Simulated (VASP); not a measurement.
Write the native input for VASP 6.6.1 that does the following.

```
Task                   : single point
Functional             : LDA
Potentials or basis    : VASP PAW LDA potentials, release 64 (Ni, Pt)
Cutoff                 : 520 eV
k mesh                 : 9 × 9 × 9
Occupations            : fermi-dirac, width 0.05 eV
Spin                   : non-collinear spin, typed start
Starting moments       : [[0.0, 0.0, 0.7], [0.0, 0.0, 0.7], [0.0, 0.0, 0.7], [0.0, 0.0, 0.3]] μB
Dipole correction      : no
Further INCAR settings : ALGO = Normal; EDIFF = 1e-06; NBANDS = 54
```

The structure of Ni3Pt lies in POSCAR:

```
Ni3Pt
1.0
    3.6245667900      0.0000000000      0.0000000000
    0.0000000000      3.6245667900      0.0000000000
    0.0000000000      0.0000000000      3.6245667900
Ni Pt
3 1
Direct
    0.5000000000      0.0000000000      0.5000000000
    0.0000000000      0.5000000000      0.5000000000
    0.5000000000      0.5000000000      0.0000000000
    0.0000000000      0.0000000000      0.0000000000
```

One way to write it, as run:

INCAR

```
PREC = Accurate
ENCUT = 520
EDIFF = 1E-6
ISMEAR = -1
SIGMA = 0.05
LREAL = False
LASPH = True
NELM = 150
ALGO = Normal
ISIF = 2
LWAVE = False
LCHARG = True
LNONCOLLINEAR = True
MAGMOM = 0 0 0.7 0 0 0.7 0 0 0.7 0 0 0.3
LORBIT = 11
LMAXMIX = 4
LVHAR = True
NBANDS = 54
```

KPOINTS

```
regular mesh
0
Gamma
  9 9 9
```

Potentials or basis: VASP PAW LDA potentials, release 64 (Ni, Pt).

The run is started by

```console
$ cat potpaw_LDA.64/Ni/POTCAR potpaw_LDA.64/Pt/POTCAR > POTCAR
$ mpirun -np 1 vasp_ncl > vasp.out
```

It gave:

- Pressure: -11.5 GPa
- Band gap on the k mesh: zero (band 40 reaches 10.44 eV, above the bottom of band 41 at 9.54 eV)
- Net moment: 2.17 μB per cell
- Valence electrons inside the program's atomic spheres: Ni 9.30; Pt 9.47

Caveat: spin-orbit coupling is left out, which moves the levels of the heavy elements.

It took 16 min on 1 thread of Intel Xeon 6975P-C (shared host), peak memory 0.47 GiB.
